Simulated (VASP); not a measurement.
# Au (Fm-3m) in VASP: a series of runs

Runs on Au. Level: PBEsol. Tasks: single point, relaxation of cell and atoms.

All numbers are computed with VASP 6.6.1; they aren't measurements. Logs are shortened: lines on timing, memory, paths and dates and some standing lists are left out, and cuts for length are marked.

### Step 1. The cell of the first run

It takes space group Fm-3m (No. 225, cubic). Conventional cell: a = 4.084 Å, b = 4.084 Å, c = 4.084 Å, α = 90.00°, β = 90.00°, γ = 90.00°. Within 3.8 Å of Au (site symmetry m-3m) lie 12 Au at 2.89 Å.

### Step 2. Single point, PBEsol

File INCAR:

```
SYSTEM = Au
PREC     = Accurate       ! precision mode
ENCUT    = 520            ! plane-wave cutoff, eV
EDIFF    = 1E-6           ! SCF threshold, eV
ISMEAR   = 0              ! smearing method
SIGMA    = 0.1            ! smearing width, eV
LREAL    = .FALSE.        ! projectors in reciprocal space
LASPH    = .TRUE.         ! aspherical terms in the spheres
NELM     = 100            ! most SCF steps
ALGO     = Fast           ! electronic algorithm
ISIF     = 2              ! what is computed and relaxed
LWAVE    = .FALSE.        ! write WAVECAR
LCHARG   = .TRUE.         ! write CHGCAR
GGA      = PS             ! functional
LELF     = .TRUE.         ! ELF
LVHAR    = .TRUE.       
NBANDS   = 12             ! bands
```

File KPOINTS:

```
regular mesh
0
G
  18 18 18
  0 0 0
```

File POSCAR:

```
Au
1.0
    0.0000000000      2.0418799352      2.0418799352
    2.0418799352      0.0000000000      2.0418799352
    2.0418799352      2.0418799352      0.0000000000
Au
1
Direct
    0.0000000000      0.0000000000      0.0000000000
```

Potentials or basis: VASP PAW PBE potentials, release 64 (Au).

Started as:

```sh
> cat potpaw_PBE.64/Au/POTCAR > POTCAR
> mpirun -np 1 vasp_std > vasp.out
```

OUTCAR:

```text
SYSTEM = Au
   PREC = Accurate
   ENCUT = 520
   EDIFF = 1E-6
   ISMEAR = 0
   LREAL = .FALSE.
   LASPH = .TRUE.
   NELM = 100
   ISIF = 2
   GGA = PS

 ion  position               nearest neighbor table
   1  0.000  0.000  0.000-

  LATTYP: Found a face centered cubic cell.
 ALAT       =     4.0837598704

  Lattice vectors:

 A1 = (   0.0000000000,   2.0418799352,   2.0418799352)
 A2 = (   2.0418799352,   0.0000000000,   2.0418799352)
 A3 = (   2.0418799352,   2.0418799352,   0.0000000000)

Analysis of symmetry for initial positions (statically):
=====================================================================
 Subroutine PRICEL returns:
 Original cell was already a primitive cell.

 Routine SETGRP: Setting up the symmetry group for a
 face centered cubic supercell.

 Subroutine GETGRP returns: Found 48 space group operations
 (whereof 48 operations were pure point group operations)
 out of a pool of 48 trial point group operations.

The static configuration has the point symmetry O_h .

Analysis of symmetry for dynamics (positions and initial velocities):
=====================================================================
 Subroutine PRICEL returns:
 Original cell was already a primitive cell.

 Routine SETGRP: Setting up the symmetry group for a
 face centered cubic supercell.

 Subroutine GETGRP returns: Found 48 space group operations
 (whereof 48 operations were pure point group operations)
 out of a pool of 48 trial point group operations.

The dynamic configuration has the point symmetry O_h .

 Subroutine INISYM returns: Found 48 space group operations
 (whereof 48 operations are pure point group operations),
 and found     1 'primitive' translations

----------------------------------------------------------------------------------------

                                     Primitive cell

  volume of cell :      17.0263

  direct lattice vectors                    reciprocal lattice vectors
     0.000000000  2.041879935  2.041879935    -0.244872380  0.244872380  0.244872380
     2.041879935  0.000000000  2.041879935     0.244872380 -0.244872380  0.244872380
     2.041879935  2.041879935  0.000000000     0.244872380  0.244872380 -0.244872380

  length of vectors
     2.887654297  2.887654297  2.887654297     0.424131404  0.424131404  0.424131404

  position of ions in fractional coordinates (direct lattice)
     0.000000000  0.000000000  0.000000000

  ion indices of the primitive-cell ions
   primitive index   ion index
                 1           1

----------------------------------------------------------------------------------------
[... 83 lines left out ...]
   EMIN   =  10.00;   EMAX   =-10.00  energy-range for DOS
   EFERMI =   0.00;   METHOD = LEGACY
   ISMEAR =     0;   SIGMA  =   0.10  broadening in eV -4-tet -1-fermi 0-gaus
   EFERMI_NEDOS =   21; number of points for ismear=-14 and -15
   IALGO  =     68    algorithm
   IMIX   =      4    mixing-type and parameters
     AMIX     =   0.40;   BMIX     =  1.00
     AMIX_MAG =   1.60;   BMIX_MAG =  1.00
  volume/ion in A,a.u.               =      17.03       114.90
  Fermi-wavevector in a.u.,A,eV,Ry     =   1.415247  2.674429 27.251430  2.002924
  Thomas-Fermi vector in A             =   2.536705
   LORBIT       =      0    0 simple, 1 ext, 2 COOP (PROOUT), +10 PAW based schemes
   GGA     = PS    functional components
   LHFCALC =     F    Hartree Fock is set to
   AEXX    =    0.0000 exact exchange contribution
   IVDW    =     0    specifies the selected vdW correction
   LEPSILON=     F    determine dielectric tensor
   LRPA    =     F    only Hartree local field effects (RPA)
 non-spin polarized calculation
 RMM-DIIS sequential band-by-band and
 Gauss-broadening in eV      SIGMA  =   0.10
  energy-cutoff  :      520.00
  volume of cell :       17.03
 maximum number of plane-waves:       473
 NGX is ok and might be reduce to    24
   NGX = 11   NGY = 11   NGZ = 11

 number of electron      11.0000000 magnetization

 Free energy of the ion-electron system (eV)
  ---------------------------------------------------
  ext. energy  EPLUGINS =         0.00000000
  ---------------------------------------------------
  free energy    TOTEN  =        -3.92508498 eV

  energy without entropy =       -3.92366392  energy(sigma->0) =       -3.92437445

 E-fermi :   9.2629     XC(G=0): -12.8898

 val. band max:        9.2607249247   @ k =   0.5000   0.1667   0.0556
 cond. band min:       9.2677239983   @ k =   0.5000   0.2778   0.1111
 fundamental gap:      0.0069990736
 Fermi energy:         9.2628995513

 k-point     1 :       0.0000    0.0000    0.0000
  band No.  band energies     occupation
      1      -0.6370      2.00000
      2       4.6107      2.00000
      3       4.6107      2.00000
      4       4.6107      2.00000
      5       6.1433      2.00000
      6       6.1433      2.00000
      7      23.7920      0.00000
      8      27.7917      0.00000
      9      27.7917      0.00000
     10      27.7917      0.00000
     11      32.6608      0.00000
     12      37.3348      0.00000
[... 331 lines left out ...]
 k-point    24 :      -0.2222    0.0556    0.0000
  band No.  band energies     occupation
      1       1.1668      2.00000
      2       4.3330      2.00000
      3       4.9174      2.00000
      4       4.9565      2.00000
      5       6.0452      2.00000
      6       6.5298      2.00000
      7      20.8463      0.00000
      8      24.8795      0.00000
      9      27.8101      0.00000
     10      30.0828      0.00000
     11      30.6903      0.00000
     12      32.1309      0.00000

 [... further k-points ...]

------------------------ aborting loop because EDIFF is reached ----------------------------------------

  FORCE on cell =-STRESS in cart. coord.  units (eV):
  Direction    XX          YY          ZZ          XY          YZ          ZX
  --------------------------------------------------------------------------------------
  -------------------------------------------------------------------------------------
  Total       -0.0252608     -0.0252608     -0.0252608     -0.0000000      0.0000000      0.0000000
  in kB       -2.3770416     -2.3770416     -2.3770416     -0.0000000      0.0000000      0.0000000
  external PRESSURE =      -2.3770416 kB  Pullay stress =       0.0000000 kB

 VOLUME and BASIS-vectors are now :
 -----------------------------------------------------------------------------
  energy-cutoff  :      520.00
  volume of cell :       17.03
      direct lattice vectors                 reciprocal lattice vectors
     0.000000000  2.041879935  2.041879935    -0.244872380  0.244872380  0.244872380
     2.041879935  0.000000000  2.041879935     0.244872380 -0.244872380  0.244872380
     2.041879935  2.041879935  0.000000000     0.244872380  0.244872380 -0.244872380

 POSITION                                       TOTAL-FORCE (eV/Angst)
 -----------------------------------------------------------------------------------
      0.00000      0.00000      0.00000         0.000000     -0.000000      0.000000
 -----------------------------------------------------------------------------------
    total drift:                               -0.000000      0.000000     -0.000000

  FREE ENERGIE OF THE ION-ELECTRON SYSTEM (eV)
  ---------------------------------------------------
  free  energy   TOTEN  =        -3.9250849846 eV

  energy  without entropy=       -3.9236639189  energy(sigma->0) =       -3.92437445
```

Wall time 23 s (1 thread of Intel Xeon Platinum 8259CL at 2.50GHz (Skylake/Cascade Lake), shared host); peak memory 0.17 GiB.

What came out:

| Property | Result |
| --- | --- |
| Free energy | -3.9251 eV |
| Pressure | -0.2 GPa |

Levels at points of the mesh, in eV from the Fermi level:
```
           k point  band 3  band 4  band 5  band 6  band 7  band 8  band 9  band 10
(0.00, 0.00, 0.00)   -4.65   -4.65   -3.12   -3.12   14.53   18.53   18.53    18.53
(0.50, 0.00, 0.00)   -4.69   -1.91   -1.91   -1.00    3.09   13.97   17.13    17.13
(0.50, 0.50, 0.00)   -1.96   -1.59   -1.59    0.98    5.78    9.99    9.99    17.20
```

Caveat: the PAW data sets were made with another functional, which shifts forces and pressure a little; spin-orbit coupling is left out, which moves the levels of the heavy elements.

### Step 3. Relaxation of cell and atoms, PBEsol

This run uses another cell than the first one, of 17.08 Å³/atom, 1.003 times its volume.

File INCAR:

```
  PREC = Accurate
  ENCUT = 600
  EDIFF = 1E-6
  ISMEAR = 0
  SIGMA = 0.1
  LREAL = False
  LASPH = True
  NELM = 60
  ALGO = Fast
  ISIF = 3
  LWAVE = False
  LCHARG = False
  GGA = PS
  IBRION = 2
  NSW = 100
  EDIFFG = -0.005
```

File KPOINTS:

```
regular mesh
0
Gamma
  18 18 18
```

File POSCAR:

```
Au
1.0
    0.0000000000      2.0439732184      2.0439732184
    2.0439732184      0.0000000000      2.0439732184
    2.0439732184      2.0439732184      0.0000000000
Au
1
Direct
    0.0000000000      0.0000000000      0.0000000000
```

Potentials or basis: VASP PAW PBE potentials, release 64 (Au).

Started as:

```sh
> cat potpaw_PBE.64/Au/POTCAR > POTCAR
> mpirun -np 1 vasp_std > vasp.out
```

OUTCAR:

```text
PREC = Accurate
   ENCUT = 600
   EDIFF = 1E-6
   ISMEAR = 0
   LREAL = False
   LASPH = True
   NELM = 60
   ISIF = 3
   GGA = PS
   IBRION = 2
   NSW = 100
   EDIFFG = -0.005

 ion  position               nearest neighbor table
   1  0.000  0.000  0.000-

  LATTYP: Found a face centered cubic cell.
 ALAT       =     4.0879464368

  Lattice vectors:

 A1 = (   0.0000000000,   2.0439732184,   2.0439732184)
 A2 = (   2.0439732184,   0.0000000000,   2.0439732184)
 A3 = (   2.0439732184,   2.0439732184,   0.0000000000)

Analysis of symmetry for initial positions (statically):
=====================================================================
 Subroutine PRICEL returns:
 Original cell was already a primitive cell.

[... 254 lines left out ...]
 Fermi energy:         9.2848270956

 k-point     1 :       0.0000    0.0000    0.0000
  band No.  band energies     occupation
      1      -0.6293      2.00000
      2       4.6252      2.00000
      3       4.6252      2.00000
      4       4.6252      2.00000
      5       6.1612      2.00000
      6       6.1612      2.00000
      7      23.8110      0.00000
      8      27.8181      0.00000
      9      27.8181      0.00000
[... 265 lines left out ...]
 k-point    24 :      -0.2222    0.0556    0.0000
  band No.  band energies     occupation
      1       1.1763      2.00000
      2       4.3466      2.00000
      3       4.9325      2.00000
      4       4.9718      2.00000
      5       6.0628      2.00000
      6       6.5485      2.00000
      7      20.8758      0.00000
      8      24.9028      0.00000
      9      27.8440      0.00000

 [... further k-points ...]

------------------------ aborting loop because EDIFF is reached ----------------------------------------

  FORCE on cell =-STRESS in cart. coord.  units (eV):
  Direction    XX          YY          ZZ          XY          YZ          ZX
  --------------------------------------------------------------------------------------
  -------------------------------------------------------------------------------------
  Total        0.0008359      0.0008359      0.0008359      0.0000000      0.0000000     -0.0000000
  in kB        0.0787585      0.0787585      0.0787585      0.0000000      0.0000000     -0.0000000
  external PRESSURE =       0.0787585 kB  Pullay stress =       0.0000000 kB
[... 16 lines left out ...]
  FREE ENERGIE OF THE ION-ELECTRON SYSTEM (eV)
  ---------------------------------------------------
  free  energy   TOTEN  =        -3.9249974861 eV

  energy  without entropy=       -3.9235728526  energy(sigma->0) =       -3.92428517

 reached required accuracy - stopping structural energy minimisation
```

OSZICAR:

```text
N       E                     dE             d eps       ncg     rms          rms(c)
DAV:   1     0.485277057970E+02    0.48528E+02   -0.63844E+03  3678   0.123E+03
[... 20 lines left out ...]
       N       E                     dE             d eps       ncg     rms          rms(c)
DAV:   1    -0.392912765071E+01   -0.44554E-02   -0.86465E-02  3581   0.332E+00    0.383E-01
RMM:   2    -0.392517492644E+01    0.39527E-02   -0.66497E-03  3510   0.863E-01    0.161E-01
RMM:   3    -0.392499981269E+01    0.17511E-03   -0.55740E-04  3510   0.266E-01    0.121E-01
RMM:   4    -0.392499745707E+01    0.23556E-05   -0.62174E-05  3509   0.886E-02    0.972E-03
RMM:   5    -0.392499729138E+01    0.16569E-06   -0.11673E-05  3503   0.353E-02    0.409E-03
RMM:   6    -0.392499748606E+01   -0.19468E-06   -0.17918E-06  2577   0.130E-02
   3 F= -.39249975E+01 E0= -.39242852E+01  d E =-.167972E-03
```

CONTCAR:

```text
Au
   1.00000000000000
     0.0000000000000000    2.0410287101387872    2.0410287101387872
     2.0410287101387872   -0.0000000000000000    2.0410287101387872
     2.0410287101387872    2.0410287101387872   -0.0000000000000000
  Au
     1
Direct
     0.0000000000000000    0.0000000000000000    0.0000000000000000

  0.00000000E+00  0.00000000E+00  0.00000000E+00
```

Run time: 37 s. Hardware: 1 thread of Intel Xeon Platinum 8259CL at 2.50GHz (Skylake/Cascade Lake), shared host; peak memory 0.17 GiB.

Results:

```yaml
Free_energy: -3.9250 eV
Relaxed_volume: 17.01 Å³/atom
Relaxed_cell: a = 2.886 Å, b = 2.886 Å, c = 2.886 Å, α = 60.00°, β = 60.00°, γ = 60.00°
Space_group_after_relaxing_to_0.05_Å: Fm-3m (No. 225)
Energy_gained_by_relaxing: 0.2 meV/atom
Ionic_steps: 3
Pressure_after_relaxing: 0.0 GPa
```

Step by step:
```
step  energy change (eV)  largest force (eV/Å)  pressure (GPa)  volume (Å³)
   1              0.0000                0.0000           -0.66        17.08
   2              0.0002                0.0000            1.05        16.91
   3             -0.0002                0.0000            0.01        17.01
```

Final structure:
```
Au
1.0
     0.00000    2.04103    2.04103
     2.04103    0.00000    2.04103
     2.04103    2.04103    0.00000
Au
1
Direct
  0.00000 0.00000 0.00000
```

Caveat: the PAW data sets were made with another functional, which shifts forces and pressure a little; spin-orbit coupling is left out, which moves the levels of the heavy elements.
